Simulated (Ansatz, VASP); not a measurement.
**SiO2 in VASP and in Ansatz**

Contents of POSCAR:

```
SiO2
1.0
    0.0000000000      4.5174766358      7.2228670426
    2.2641121709      0.0000000000      7.2228670426
    2.2641121709      4.5174766358      0.0000000000
Si O
4 8
Direct
    0.5614280264      0.5614280264      0.9385719736
    0.3114280264      0.3114280264      0.6885719736
    0.6885719736      0.6885719736      0.3114280264
    0.9385719736      0.9385719736      0.5614280264
    0.6250000000      0.1250000000      0.6250000000
    0.6250000000      0.6250000000      0.1250000000
    0.6250000000      0.6250000000      0.6250000000
    0.1250000000      0.6250000000      0.6250000000
    0.1734830621      0.8265169379      0.1734830621
    0.8265169379      0.1734830621      0.8265169379
    0.4234830621      0.0765169379      0.4234830621
    0.0765169379      0.4234830621      0.0765169379
```

Contents of INCAR.step1:

```
ALGO = Normal ; EDIFF = 1E-4
ENCUT = 520 ; GGA = PE
ISMEAR = 0 ; LASPH = True
LCHARG = False ; LREAL = False
LWAVE = True ; NBANDS = 44
NELM = 100 ; PREC = Accurate
SIGMA = 0.02
```

INCAR.step2

```
ALGO = Normal ; EDIFF = 1E-7
ENCUT = 520 ; ISIF = 2
ISMEAR = 0 ; ISTART = 1
LASPH = True ; LCHARG = True
LELF = True ; LMIXTAU = True
LREAL = False ; LVHAR = True
LWAVE = False ; METAGGA = R2SCAN
NBANDS = 44 ; NELM = 100
PREC = Accurate ; SIGMA = 0.02
```

File KPOINTS:

```
k-points
0
Gamma
  6 6 6
```

Input for Ansatz:

```yaml
crystal:
  lattice:
    - [0.0, 4.5174766358, 7.2228670426]
    - [2.2641121709, 0.0, 7.2228670426]
    - [2.2641121709, 4.5174766358, 0.0]
  atoms:
    - { symbol: Si, position: [0.5614280264, 0.5614280264, 0.9385719736] }
    - { symbol: Si, position: [0.3114280264, 0.3114280264, 0.6885719736] }
    - { symbol: Si, position: [0.6885719736, 0.6885719736, 0.3114280264] }
    - { symbol: Si, position: [0.9385719736, 0.9385719736, 0.5614280264] }
    - { symbol: O, position: [0.625, 0.125, 0.625] }
    - { symbol: O, position: [0.625, 0.625, 0.125] }
    - { symbol: O, position: [0.625, 0.625, 0.625] }
    - { symbol: O, position: [0.125, 0.625, 0.625] }
    - { symbol: O, position: [0.1734830621, 0.8265169379, 0.1734830621] }
    - { symbol: O, position: [0.8265169379, 0.1734830621, 0.8265169379] }
    - { symbol: O, position: [0.4234830621, 0.0765169379, 0.4234830621] }
    - { symbol: O, position: [0.0765169379, 0.4234830621, 0.0765169379] }
basis:
  ecutwfc: 500
kpoints:
  mp_grid: { grid: [6, 6, 6] }
  band_path: { path: [VBM, CBM], npoints: 2 }
hamiltonian:
  xc: r2scan
scf:
  occupations: { method: gaussian, width: 0.02 }
output:
  forces: true
  stress: true
  eigenvalues: true
checkpoint:
  read: start.run
  write: ck
  compress: false
  write_wavefunctions: false
  write_every: 100000
```

Alike in both runs: task single point; functional r2SCAN; k mesh 6 × 6 × 6; occupations gaussian, width 0.02 eV; no spin polarisation.

|  | VASP | Ansatz |
| --- | --- | --- |
| version | VASP 6.6.1 | Ansatz 0.2.0 |
| potentials or method | VASP PAW PBE potentials, release 64 (Si, O), cutoff 520 eV | scalar-relativistic, plane waves, PAW |
| valence electrons in the cell | 64 | 64 |

|  | VASP | Ansatz | Ansatz less VASP |
| --- | --- | --- | --- |
| gap on the k mesh at the Fermi level (eV) | 6.65 | 6.66 | +0.010 |
| least direct gap on the mesh (eV) | 6.65 | 6.66 | +0.010 |
| pressure (GPa) | 15.3 | 15.0 | -0.27 |
| traceless stress, the component that is largest in VASP (GPa) | -0.20 | 0.01 | +0.211 |
| rms of the force components (eV/Å) | 0.023 | 0.001 | -0.0223 |

VASP's potentials were made for PBE, not for r2SCAN. Atom by atom the forces differ by 0.022 eV/Å (rms over components).
